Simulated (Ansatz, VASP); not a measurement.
**Two plane-wave programs on CdSe**

```
CELL_PARAMETERS angstrom
0.00000 2.86646 2.86646
2.86646 0.00000 2.86646
3.11145 3.11145 -0.24499
ATOMIC_POSITIONS crystal
Cd 0.00000 0.00000 0.00000
Se 0.75000 0.75000 0.75000
```

Alike in both runs: task single point; functional PBE; k mesh 10 × 10 × 10; occupations gaussian, width 0.05 eV; no spin polarisation.

|  | VASP | Ansatz |
| --- | --- | --- |
| version | VASP 6.6.1 | Ansatz 0.2.0 |
| potentials or method | VASP PAW PBE potentials, release 64 (Cd, Se), cutoff 520 eV | scalar-relativistic, plane waves, PAW |
| valence electrons in the cell | 18 | 36 |

```csv
,VASP,Ansatz,Ansatz less VASP
gap on the k mesh at the Fermi level (eV),0.52,0.53,+0.001
least direct gap on the mesh (eV),0.52,0.53,+0.001
pressure (GPa),8.4,7.9,-0.47
"traceless stress, the component that is largest in VASP (GPa)",-4.00,-3.91,+0.089
rms of the force components (eV/Å),0.556,0.534,-0.0215
```

Atom by atom the forces differ by 0.022 eV/Å (rms over components). With one functional, cell and mesh, what is left measures potentials, basis and numerics. VASP's potentials hold 18 valence electrons a cell and Ansatz's 36, so a difference there can come from the potentials and not from the codes.
